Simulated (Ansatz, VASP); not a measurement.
**ZrB2, level by level in two programs**

```
CELL_PARAMETERS angstrom
3.21172 0.00000 0.00000
-1.60586 2.78143 0.00000
0.00000 0.00000 3.57949
ATOMIC_POSITIONS crystal
Zr 0.00000 0.00000 0.00000
B 0.66667 0.33333 0.50000
B 0.33333 0.66667 0.50000
```

Single points on this cell with VASP 6.6.1 and Ansatz 0.2.0. Each row is one pair of runs. Alike in all rows: spin: off; k mesh: 10 × 10 × 8; smearing: fermi-dirac, width 0.05 eV; VASP's potentials, cutoff: VASP PAW PBE potentials, release 64 (Zr_sv, B), 520 eV.

```csv
level,"Ansatz's potentials, cutoff","gap on the k mesh at the Fermi level (eV), VASP","gap on the k mesh at the Fermi level (eV), Ansatz","pressure (GPa), VASP","pressure (GPa), Ansatz"
r2SCAN,"Ansatz PAW, 500 eV",none,none,-8.1,-8.2
PBEsol+D4,"Ansatz PAW, 420 eV",none,none,-15.3,-15.6
PBE+D3(BJ),"Ansatz PAW, 420 eV",none,none,-13.6,-13.8
```

Pressure (GPa): the two programs differ by at most 0.27.

A gap of «none» marks a metal or a gap that the smearing closes.
